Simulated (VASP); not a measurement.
# TaN (P-6m2) in VASP: notebook

Runs on TaN. Level: PBE. Tasks: single point.

Everything below comes from runs of VASP 6.6.1. Logs are shortened: lines on timing, memory, paths and dates and some standing lists are left out, and cuts for length are marked.

### Step 1. The cell of the first run

The structure is hexagonal, space group P-6m2 (No. 187). Conventional cell: a = 2.886 Å, b = 2.886 Å, c = 2.846 Å, α = 90.00°, β = 90.00°, γ = 120.00°. Within 2.9 Å of Ta (site symmetry -6m2) lie 6 N at 2.19 Å and 8 Ta at 2.85 to 2.89 Å. Within 2.9 Å of N (site symmetry -6m2) lie 6 Ta at 2.19 Å and 8 N at 2.85 to 2.89 Å.

### Step 2. Single point, PBE (10.27 Å³/atom)

INCAR reads:

```
  PREC = Accurate
  ENCUT = 600
  EDIFF = 1E-6
  ISMEAR = 0
  SIGMA = 0.1
  LREAL = F
  LASPH = T
  NELM = 120
  ALGO = Normal
  ISIF = 2
  LWAVE = F
  LCHARG = T
  GGA = PE
  LELF = T
  LVHAR = T
  NBANDS = 15
  GGA_COMPAT = F
```

KPOINTS reads:

```
Automatic mesh
0
Gamma
  18 18 14
```

POSCAR reads:

```
TaN
1.0
    2.8863097593      0.0000000000      0.0000000000
   -1.4431548796      2.4996175748      0.0000000000
    0.0000000000      0.0000000000      2.8458010259
Ta N
1 1
Direct
    0.3333333333      0.6666666667      0.5000000000
    0.0000000000      0.0000000000      0.0000000000
```

Potentials or basis: VASP PAW PBE potentials, release 64 (Ta_pv, N).

Command:

```console
$ cat potpaw_PBE.64/Ta_pv/POTCAR potpaw_PBE.64/N/POTCAR > POTCAR
$ mpirun -np 1 vasp_std > vasp.out
```

OUTCAR:

```text
PREC = Accurate
   ENCUT = 600
   EDIFF = 1E-6
   ISMEAR = 0
   LREAL = F
   LASPH = T
   NELM = 120
   ISIF = 2
   GGA = PE

 ion  position               nearest neighbor table
   1  0.333  0.667  0.500-   2 2.19   2 2.19   2 2.19   2 2.19   2 2.19   2 2.19
   2  0.000  0.000  0.000-   1 2.19   1 2.19   1 2.19   1 2.19   1 2.19   1 2.19

  LATTYP: Found a hexagonal cell.
 ALAT       =     2.8863097593
 C/A-ratio  =     0.9859652162

  Lattice vectors:

 A1 = (   2.8863097593,   0.0000000000,   0.0000000000)
 A2 = (  -1.4431548796,   2.4996175748,   0.0000000000)
 A3 = (   0.0000000000,   0.0000000000,   2.8458010259)

Analysis of symmetry for initial positions (statically):
=====================================================================
 Subroutine PRICEL returns:
 Original cell was already a primitive cell.

 Routine SETGRP: Setting up the symmetry group for a
 hexagonal supercell.

 Subroutine GETGRP returns: Found 12 space group operations
 (whereof 12 operations were pure point group operations)
 out of a pool of 24 trial point group operations.

The static configuration has the point symmetry D_3h.

Analysis of symmetry for dynamics (positions and initial velocities):
=====================================================================
 Subroutine PRICEL returns:
 Original cell was already a primitive cell.

 Routine SETGRP: Setting up the symmetry group for a
 hexagonal supercell.

 Subroutine GETGRP returns: Found 12 space group operations
 (whereof 12 operations were pure point group operations)
 out of a pool of 24 trial point group operations.

The dynamic configuration has the point symmetry D_3h.

 Subroutine INISYM returns: Found 12 space group operations
 (whereof 12 operations are pure point group operations),
 and found     1 'primitive' translations

----------------------------------------------------------------------------------------

                                     Primitive cell

  volume of cell :      20.5315

  direct lattice vectors                    reciprocal lattice vectors
     2.886309759  0.000000000  0.000000000     0.346463160  0.200030599  0.000000000
    -1.443154880  2.499617575  0.000000000     0.000000000  0.400061197  0.000000000
     0.000000000  0.000000000  2.845801026     0.000000000  0.000000000  0.351394912

  length of vectors
     2.886309759  2.886309759  2.845801026     0.400061197  0.400061197  0.351394912

  position of ions in fractional coordinates (direct lattice)
     0.333333333  0.666666667  0.500000000
     0.000000000  0.000000000  0.000000000

  ion indices of the primitive-cell ions
   primitive index   ion index
                 1           1
                 2           2

----------------------------------------------------------------------------------------

 KPOINTS: Automatic mesh

Automatic generation of k-mesh.
 Grid dimensions read from file:
 generate k-points for:   18   18   14

 Generating k-lattice:

  Cartesian coordinates                     Fractional coordinates (reciprocal lattice)
     0.019247953  0.011112811  0.000000000     0.055555556  0.000000000  0.000000000
     0.000000000  0.022225622  0.000000000     0.000000000  0.055555556  0.000000000
     0.000000000  0.000000000  0.025099637     0.000000000  0.000000000  0.071428571

  Length of vectors
     0.022225622  0.022225622  0.025099637

  Shift w.r.t. Gamma in fractional coordinates (k-lattice)
     0.000000000  0.000000000  0.000000000

 Subroutine IBZKPT returns following result:
 ===========================================

 Found    296 irreducible k-points:

 Following reciprocal coordinates:
            Coordinates               Weight
  0.000000  0.000000  0.000000      1.000000
  0.055556 -0.000000  0.000000      6.000000
  0.111111 -0.000000  0.000000      6.000000
  0.166667  0.000000  0.000000      6.000000
  0.222222 -0.000000  0.000000      6.000000
  0.277778  0.000000  0.000000      6.000000
[... 16 lines left out ...]
  0.333333  0.111111  0.000000     12.000000
  0.388889  0.111111  0.000000     12.000000
 [... further k-points ...]
   k-points           NKPTS =    296   k-points in BZ     NKDIM =    296   number of bands    NBANDS=     15
   number of dos      NEDOS =    301   number of ions     NIONS =      2
   total plane-waves  NPLWV =  13824
   dimension x,y,z NGX =    24 NGY =   24 NGZ =   24
   dimension x,y,z NGXF=    48 NGYF=   48 NGZF=   48
   ions per type =               1   1
   NGX,Y,Z   is equivalent  to a cutoff of  13.82, 13.82, 14.02 a.u.
   NGXF,Y,Z  is equivalent  to a cutoff of  27.65, 27.65, 28.04 a.u.
 SYSTEM =  unknown system
   PREC   = accura    normal or accurate (medium, high low for compatibility)
   ISTART =      0    job   : 0-new  1-cont  2-samecut
   ICHARG =      2    charge: 1-file 2-atom 10-const
   ISPIN  =      1    spin polarized calculation?
   LNONCOLLINEAR =      F non collinear calculations
   LSORBIT =      F    spin-orbit coupling
   LASPH  =      T    aspherical Exc in radial PAW
   ENCUT  =  600.0 eV  44.10 Ry    6.64 a.u.   5.76  5.76  5.68*2*pi/ulx,y,z
   NELM   =    120;   NELMIN=  2; NELMDL= -5     # of ELM steps
   EDIFF  = 0.1E-05   stopping-criterion for ELM
   LREAL  =      F    real-space projection
   EDIFFG = 0.1E-04   stopping-criterion for IOM
   NSW    =      0    number of steps for IOM
   IBRION =     -1    ionic relax: 0-MD 1-quasi-New 2-CG
   NFREE  =      0    steps in history (QN), initial steepest desc. (CG)
   ISIF   =      2    stress and relaxation
   ISYM   =      2    0-nonsym 1-usesym 2-fastsym
   POTIM  = 0.5000    time-step for ionic-motion
   TEBEG  =    0.0;   TEEND  =   0.0 temperature during run
   PSTRESS=    0.0 pullay stress
   NELECT =      16.0000    total number of electrons
   NUPDOWN=      -1.0000    fix difference up-down
   EMIN   =  10.00;   EMAX   =-10.00  energy-range for DOS
   EFERMI =   0.00;   METHOD = LEGACY
   ISMEAR =     0;   SIGMA  =   0.10  broadening in eV -4-tet -1-fermi 0-gaus
   EFERMI_NEDOS =   21; number of points for ismear=-14 and -15
   IALGO  =     38    algorithm
   IMIX   =      4    mixing-type and parameters
     AMIX     =   0.40;   BMIX     =  1.00
     AMIX_MAG =   1.60;   BMIX_MAG =  1.00
  volume/ion in A,a.u.               =      10.27        69.28
  Fermi-wavevector in a.u.,A,eV,Ry     =   1.506519  2.846907 30.879757  2.269598
  Thomas-Fermi vector in A             =   2.617225
   LORBIT       =      0    0 simple, 1 ext, 2 COOP (PROOUT), +10 PAW based schemes
   GGA     = PE    functional components
   LHFCALC =     F    Hartree Fock is set to
   AEXX    =    0.0000 exact exchange contribution
   IVDW    =     0    specifies the selected vdW correction
   LEPSILON=     F    determine dielectric tensor
   LRPA    =     F    only Hartree local field effects (RPA)
 non-spin polarized calculation
 Gauss-broadening in eV      SIGMA  =   0.10
  energy-cutoff  :      600.00
  volume of cell :       20.53
 maximum number of plane-waves:       698
 NGX is ok and might be reduce to    24
   NGX = 11   NGY = 11   NGZ = 11

 number of electron      15.9999998 magnetization

 Free energy of the ion-electron system (eV)
  ---------------------------------------------------
  ext. energy  EPLUGINS =         0.00000000
  ---------------------------------------------------
  free energy    TOTEN  =       -22.34853388 eV

  energy without entropy =      -22.34829691  energy(sigma->0) =      -22.34841539

 E-fermi :   8.7520     XC(G=0): -13.6153

 val. band max:        8.7093620315   @ k =   0.0000   0.0000   0.4286
 cond. band min:       8.7811750095   @ k =   0.0556  -0.0000   0.5000
 fundamental gap:      0.0718129780
 Fermi energy:         8.7519852051

 k-point     1 :       0.0000    0.0000    0.0000
  band No.  band energies     occupation
      1     -25.9504      2.00000
      2     -25.6408      2.00000
      3     -25.6408      2.00000
      4      -9.3803      2.00000
      5       4.0248      2.00000
      6       4.0248      2.00000
      7       4.3191      2.00000
      8       5.7557      2.00000
      9      11.3910      0.00000
     10      12.5558      0.00000
     11      12.5558      0.00000
     12      13.0499      0.00000
     13      13.0499      0.00000
     14      22.1713      0.00000
     15      22.4287      0.00000

 k-point     2 :       0.0556   -0.0000    0.0000
  band No.  band energies     occupation
      1     -25.9451      2.00000
      2     -25.6820      2.00000
      3     -25.6494      2.00000
      4      -9.3093      2.00000
      5       3.8070      2.00000
      6       4.0783      2.00000
      7       4.4316      2.00000
      8       5.6530      2.00000
      9      11.6462      0.00000
     10      12.4026      0.00000
     11      12.5658      0.00000
     12      13.0129      0.00000
     13      13.1436      0.00000
     14      22.1694      0.00000
     15      22.4205      0.00000

 k-point     3 :       0.1111   -0.0000    0.0000
  band No.  band energies     occupation
      1     -25.9301      2.00000
      2     -25.7989      2.00000
      3     -25.6741      2.00000
      4      -9.1044      2.00000
      5       3.3004      2.00000
      6       4.2309      2.00000
      7       4.6890      2.00000
      8       5.3739      2.00000
      9      11.9825      0.00000
     10      12.3384      0.00000
     11      12.6059      0.00000
     12      12.9081      0.00000
     13      13.3865      0.00000
     14      22.1599      0.00000
     15      22.3985      0.00000
[... 343 lines left out ...]
 k-point    23 :       0.3333    0.1111    0.0000
  band No.  band energies     occupation
      1     -26.7162      2.00000
      2     -25.9735      2.00000
      3     -25.7891      2.00000
      4      -7.0995      2.00000
      5       0.6178      2.00000
      6       3.5044      2.00000
      7       4.5054      2.00000
      8       6.3204      2.00000
      9      11.3109      0.00000
     10      11.3412      0.00000
     11      13.9880      0.00000
     12      15.1014      0.00000
     13      17.0154      0.00000
     14      22.2648      0.00000
     15      22.6218      0.00000

 k-point    24 :       0.3889    0.1111    0.0000
  band No.  band energies     occupation
      1     -26.8015      2.00000
      2     -26.0042      2.00000
      3     -25.7745      2.00000
      4      -6.8734      2.00000
      5       0.4250      2.00000
      6       3.3553      2.00000
      7       4.3643      2.00000
      8       6.3760      2.00000
      9      11.1917      0.00000
     10      12.0570      0.00000
     11      13.6887      0.00000
     12      15.1779      0.00000
     13      17.9236      0.00000
     14      21.5992      0.00000
     15      22.3358      0.00000

 [... further k-points ...]
[... 5 lines left out ...]
  --------------------------------------------------------------------------------------
  -------------------------------------------------------------------------------------
  Total        3.1488416      3.1488416      3.1773534      0.0000000     -0.0000000      0.0000000
  in kB      245.7199131    245.7199131    247.9448343      0.0000000     -0.0000000      0.0000000
  external PRESSURE =     246.4615535 kB  Pullay stress =       0.0000000 kB

 VOLUME and BASIS-vectors are now :
 -----------------------------------------------------------------------------
  energy-cutoff  :      600.00
  volume of cell :       20.53
      direct lattice vectors                 reciprocal lattice vectors
     2.886309759  0.000000000  0.000000000     0.346463160  0.200030599  0.000000000
    -1.443154880  2.499617575  0.000000000     0.000000000  0.400061197  0.000000000
     0.000000000  0.000000000  2.845801026     0.000000000  0.000000000  0.351394912

 POSITION                                       TOTAL-FORCE (eV/Angst)
 -----------------------------------------------------------------------------------
     -0.00000      1.66641      1.42290         0.000000      0.000000      0.000000
      0.00000      0.00000      0.00000        -0.000000      0.000000      0.000000
 -----------------------------------------------------------------------------------
    total drift:                                0.000000     -0.000000     -0.000000

  FREE ENERGIE OF THE ION-ELECTRON SYSTEM (eV)
  ---------------------------------------------------
  free  energy   TOTEN  =       -22.3485338794 eV

  energy  without entropy=      -22.3482969061  energy(sigma->0) =      -22.34841539
```

Run time: 91 s. Hardware: 1 thread of Intel Xeon 8259CL, shared host; peak memory 0.23 GiB.

Results:

```
Free energy            : -22.3485 eV
Pressure               : 24.6 GPa
Band gap on the k mesh : zero (bands 8 and 9 overlap by 0.30 eV)
```

Stress tensor (GPa, compression positive):
```
24.57  0.00  0.00
 0.00 24.57  0.00
 0.00  0.00 24.79
```

Caveat: the cell stands under pressure; spin-orbit coupling is left out, which moves the levels of the heavy elements.

### Step 3. Single point, PBE (10.59 Å³/atom)

This run uses another cell than the first one, of 10.59 Å³/atom.

INCAR reads:

```
SYSTEM = TaN
PREC = Accurate
ENCUT = 600
EDIFF = 1E-6
ISMEAR = 0
SIGMA = 0.1
LREAL = .False.
LASPH = .True.
NELM = 120
ALGO = Normal
ISIF = 2
LWAVE = .False.
LCHARG = .False.
GGA = PE
NBANDS = 15
GGA_COMPAT = .False.
```

KPOINTS reads:

```
regular mesh
0
Gamma
  18 18 14
  0 0 0
```

POSCAR reads:

```
TaN
1.0
    2.9185864576      0.0000000000      0.0000000000
   -1.4592932288      2.5275700154      0.0000000000
    0.0000000000      0.0000000000      2.8720312558
Ta N
1 1
Direct
    0.3333333333      0.6666666667      0.5000000000
    0.0000000000      0.0000000000      0.0000000000
```

Potentials or basis: VASP PAW PBE potentials, release 64 (Ta_pv, N).

Command:

```console
$ cat potpaw_PBE.64/Ta_pv/POTCAR potpaw_PBE.64/N/POTCAR > POTCAR
$ mpirun -np 1 vasp_std > vasp.out
```

OUTCAR:

```text
SYSTEM = TaN
   PREC = Accurate
   ENCUT = 600
   EDIFF = 1E-6
   ISMEAR = 0
   LREAL = .False.
   LASPH = .True.
   NELM = 120
   ISIF = 2
   GGA = PE

 ion  position               nearest neighbor table
   1  0.333  0.667  0.500-   2 2.21   2 2.21   2 2.21   2 2.21   2 2.21   2 2.21
   2  0.000  0.000  0.000-   1 2.21   1 2.21   1 2.21   1 2.21   1 2.21   1 2.21

  LATTYP: Found a hexagonal cell.
 ALAT       =     2.9185864576
 C/A-ratio  =     0.9840487159

  Lattice vectors:

 A1 = (   2.9185864576,   0.0000000000,   0.0000000000)
 A2 = (  -1.4592932288,   2.5275700154,   0.0000000000)
 A3 = (   0.0000000000,   0.0000000000,   2.8720312558)

Analysis of symmetry for initial positions (statically):
=====================================================================
 Subroutine PRICEL returns:
 Original cell was already a primitive cell.

 Routine SETGRP: Setting up the symmetry group for a
 hexagonal supercell.

 Subroutine GETGRP returns: Found 12 space group operations
 (whereof 12 operations were pure point group operations)
 out of a pool of 24 trial point group operations.

The static configuration has the point symmetry D_3h.

Analysis of symmetry for dynamics (positions and initial velocities):
=====================================================================
 Subroutine PRICEL returns:
 Original cell was already a primitive cell.

 Routine SETGRP: Setting up the symmetry group for a
 hexagonal supercell.

 Subroutine GETGRP returns: Found 12 space group operations
 (whereof 12 operations were pure point group operations)
 out of a pool of 24 trial point group operations.

The dynamic configuration has the point symmetry D_3h.

 Subroutine INISYM returns: Found 12 space group operations
 (whereof 12 operations are pure point group operations),
 and found     1 'primitive' translations

----------------------------------------------------------------------------------------

[... 116 lines left out ...]
   LORBIT       =      0    0 simple, 1 ext, 2 COOP (PROOUT), +10 PAW based schemes
   GGA     = PE    functional components
   LHFCALC =     F    Hartree Fock is set to
   AEXX    =    0.0000 exact exchange contribution
   IVDW    =     0    specifies the selected vdW correction
   LEPSILON=     F    determine dielectric tensor
   LRPA    =     F    only Hartree local field effects (RPA)
 non-spin polarized calculation
 Gauss-broadening in eV      SIGMA  =   0.10
  energy-cutoff  :      600.00
  volume of cell :       21.19
 maximum number of plane-waves:       724
 NGX is ok and might be reduce to    24
   NGX = 11   NGY = 11   NGZ = 11

 number of electron      16.0000000 magnetization

 Free energy of the ion-electron system (eV)
  ---------------------------------------------------
  ext. energy  EPLUGINS =         0.00000000
  ---------------------------------------------------
  free energy    TOTEN  =       -22.42300045 eV

  energy without entropy =      -22.42275517  energy(sigma->0) =      -22.42287781

 E-fermi :   8.4228     XC(G=0): -13.4404

 val. band max:        8.3830202048   @ k =   0.0000   0.0000   0.4286
 cond. band min:       8.4523438733   @ k =   0.0556   0.0000   0.5000
 fundamental gap:      0.0693236684
 Fermi energy:         8.4228022290

 k-point     1 :       0.0000    0.0000    0.0000
  band No.  band energies     occupation
      1     -26.3715      2.00000
      2     -26.0886      2.00000
      3     -26.0886      2.00000
      4      -9.4758      2.00000
      5       3.8154      2.00000
      6       3.8154      2.00000
      7       4.1389      2.00000
      8       5.4678      2.00000
      9      10.7979      0.00000
     10      12.0822      0.00000
     11      12.0822      0.00000
     12      12.5317      0.00000
     13      12.5317      0.00000
     14      21.6427      0.00000
[... 401 lines left out ...]
      2     -26.4130      2.00000
      3     -26.2171      2.00000
      4      -7.1023      2.00000
      5       0.2639      2.00000
      6       3.1957      2.00000
      7       4.1272      2.00000
      8       6.1111      2.00000
      9      10.7834      0.00000
     10      11.5765      0.00000
     11      13.1220      0.00000
     12      14.6052      0.00000
     13      17.2161      0.00000
     14      20.8091      0.00000
     15      21.8732      0.00000

 [... further k-points ...]
[... 5 lines left out ...]
  --------------------------------------------------------------------------------------
  -------------------------------------------------------------------------------------
  Total        1.5295915      1.5295915      1.5549371      0.0000000      0.0000000      0.0000000
  in kB      115.6701071    115.6701071    117.5867793      0.0000000      0.0000000      0.0000000
  external PRESSURE =     116.3089978 kB  Pullay stress =       0.0000000 kB

 VOLUME and BASIS-vectors are now :
 -----------------------------------------------------------------------------
  energy-cutoff  :      600.00
  volume of cell :       21.19
      direct lattice vectors                 reciprocal lattice vectors
     2.918586458  0.000000000  0.000000000     0.342631618  0.197818457  0.000000000
    -1.459293229  2.527570015  0.000000000     0.000000000  0.395636914  0.000000000
     0.000000000  0.000000000  2.872031256     0.000000000  0.000000000  0.348185626

 POSITION                                       TOTAL-FORCE (eV/Angst)
 -----------------------------------------------------------------------------------
     -0.00000      1.68505      1.43602         0.000000     -0.000000      0.000000
      0.00000      0.00000      0.00000        -0.000000      0.000000      0.000000
 -----------------------------------------------------------------------------------
    total drift:                                0.000000     -0.000000     -0.000000

  FREE ENERGIE OF THE ION-ELECTRON SYSTEM (eV)
  ---------------------------------------------------
  free  energy   TOTEN  =       -22.4230004519 eV

  energy  without entropy=      -22.4227551683  energy(sigma->0) =      -22.42287781
```

It took 1.8 min on 1 thread of Intel Xeon 8259CL, shared host; peak memory 0.24 GiB.

Results:

- Free energy: -22.4230 eV
- Pressure: 11.6 GPa
- Band gap on the k mesh: zero (bands 8 and 9 overlap by 0.30 eV)

Stress tensor (GPa, compression positive):
```
11.57  0.00  0.00
 0.00 11.57  0.00
 0.00  0.00 11.76
```

Levels at points of the mesh, in eV from the Fermi level:
```tsv
k point	band 5	band 6	band 7	band 8	band 9	band 10	band 11	band 12
(0.00, 0.00, 0.00)	-4.61	-4.61	-4.28	-2.96	2.38	3.66	3.66	4.11
(0.50, 0.00, 0.00)	-8.37	-5.29	-3.54	-3.19	3.08	4.16	5.32	5.46
(0.00, 0.00, 0.50)	-9.45	-3.78	-3.78	-0.08	-0.08	2.42	3.42	3.42
(0.50, 0.00, 0.50)	-7.41	-6.25	-5.75	-0.33	4.29	5.51	6.18	7.26
```

Caveat: the cell stands under pressure; spin-orbit coupling is left out, which moves the levels of the heavy elements.
